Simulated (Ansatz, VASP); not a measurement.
Two plane-wave programs on Li2Hf2O

```
Li Hf O
1.0
     4.34420    0.00000    0.00000
    -2.17210    3.76219    0.00000
     0.00000    0.00000    4.34657
Li Hf O
2 2 1
Direct
  0.33333 0.66667 0.50000
  0.66667 0.33333 0.50000
  0.33333 0.66667 0.00000
  0.66667 0.33333 0.00000
  0.00000 0.00000 0.50000
```

Alike in both runs: task relaxation of cell and atoms; functional PBE; k mesh 6 × 6 × 4; occupations gaussian, width 0.1 eV; no spin polarisation.

|  | VASP | Ansatz |
| --- | --- | --- |
| version | VASP 6.6.1 | Ansatz 0.2.0 |
| potentials or method | VASP PAW PBE potentials, release 64 (Li_sv, Hf_pv, O), cutoff 600 eV | scalar-relativistic, plane waves, PAW |
| valence electrons in the cell | 32 | 64 |

```tsv
	VASP	Ansatz	Ansatz less VASP
gap on the k mesh at the Fermi level, each at its own relaxed structure (eV)	none	none	-
relaxed volume (Å³/atom)	20.47	21.87	+1.400
relaxed cell length with the largest relative difference (Å)	5.835	6.220	+0.3852
```

A gap of «none» marks a metal or a gap that the smearing closes. One of these differences is far larger than is usual between the two programs; its cause wasn't traced. VASP's potentials hold 32 valence electrons a cell and Ansatz's 64, so a difference there can come from the potentials and not from the codes.

The k mesh is coarse, so the values compare programs but aren't converged. Spin-orbit coupling is off throughout. Noted on VASP's run: the cutoff is short for stress, so the pressure is rough; the volume moved by over 15 % at a fixed basis, so the end points are rough.
